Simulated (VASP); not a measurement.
Write the native input for VASP 6.6.1 that does the following.

| Quantity | Value |
| --- | --- |
| Task | single point |
| Functional | PBE |
| Potentials or basis | VASP PAW PBE potentials, release 64 (In_d, P) |
| Cutoff | 520 eV |
| k mesh | 6 × 6 × 6 |
| Occupations | gaussian, width 0.01 eV |
| Spin | no spin polarisation |
| Dipole correction | no |
| Further INCAR settings | ALGO = Normal; EDIFF = 1e-06; NBANDS = 16 |

The structure of InP lies in POSCAR:

```
InP
1.0
    0.0000000000      2.9538133483      2.9538133483
    2.9538133483      0.0000000000      2.9538133483
    2.9538133483      2.9538133483      0.0000000000
In P
1 1
Direct
    0.0000000000      0.0000000000      0.0000000000
    0.2500000000      0.2500000000      0.2500000000
```

The input as run:

INCAR

```
SYSTEM = InP
  PREC = Accurate
  ENCUT = 520
  EDIFF = 1E-6
  ISMEAR = 0
  SIGMA = 0.01
  LREAL = .FALSE.
  LASPH = .TRUE.
  NELM = 100
  ALGO = Normal
  ISIF = 2
  LWAVE = .FALSE.
  LCHARG = .TRUE.
  GGA = PE
  LELF = .TRUE.
  LVHAR = .TRUE.
  NBANDS = 16
```

KPOINTS

```
Automatic mesh
0
G
  6 6 6
  0 0 0
```

Potentials or basis: VASP PAW PBE potentials, release 64 (In_d, P).

Command:

```bash
$ cat potpaw_PBE.64/In_d/POTCAR potpaw_PBE.64/P/POTCAR > POTCAR
$ mpirun -np 1 vasp_std > vasp.out
```

It gave:

```
Pressure               : 1.6 GPa
Band gap on the k mesh : 0.58 eV, direct
```

Caveat: spin-orbit coupling is left out, which moves the levels of the heavy elements.

Wall time 26 s on 1 thread of AMD EPYC 7R13 (shared host), peak memory 0.15 GiB.
